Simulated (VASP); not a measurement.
Set up this calculation in VASP 6.6.1, as the native input.

| Property | Result |
| --- | --- |
| Task | single point |
| Functional | LDA |
| Potentials or basis | VASP PAW LDA potentials, release 64 (La, Hg) |
| Cutoff | 520 eV |
| k mesh | 11 × 11 × 11 |
| Occupations | fermi-dirac, width 0.08 eV |
| Spin | no spin polarisation |
| Dipole correction | no |
| Further INCAR settings | ALGO = Normal; EDIFF = 1e-07; NBANDS = 18 |

The structure of LaHg lies in POSCAR:

```
LaHg
1.0
    3.7586718991      0.0000000000      0.0000000000
    0.0000000000      3.7586718991      0.0000000000
    0.0000000000      0.0000000000      3.7586718991
La Hg
1 1
Direct
    0.5000000000      0.5000000000      0.5000000000
    0.0000000000      0.0000000000      0.0000000000
```

The input as run:

INCAR

```
SYSTEM = LaHg
PREC = Accurate ; ENCUT = 520
EDIFF = 1E-7 ; ISMEAR = -1
SIGMA = 0.08 ; LREAL = .False.
LASPH = .True. ; NELM = 80
ALGO = Normal ; ISIF = 2
LWAVE = .False. ; LCHARG = .True.
LELF = .True. ; LVHAR = .True.
NBANDS = 18
```

KPOINTS

```
Automatic mesh
0
Gamma
  11 11 11
  0 0 0
```

Potentials or basis: VASP PAW LDA potentials, release 64 (La, Hg).

Launch:

```sh
$ cat potpaw_LDA.64/La/POTCAR potpaw_LDA.64/Hg/POTCAR > POTCAR
$ mpirun -np 1 vasp_std > vasp.out
```

It gave:

```
Pressure               : 2.3 GPa
Band gap on the k mesh : zero (an odd number of electrons rules out a gap without spin polarisation)
```

Caveat: spin-orbit coupling is left out, which moves the levels of the heavy elements.

It took 75 s on 1 thread of AMD EPYC 7R13, on a shared host, peak memory 0.2 GiB.
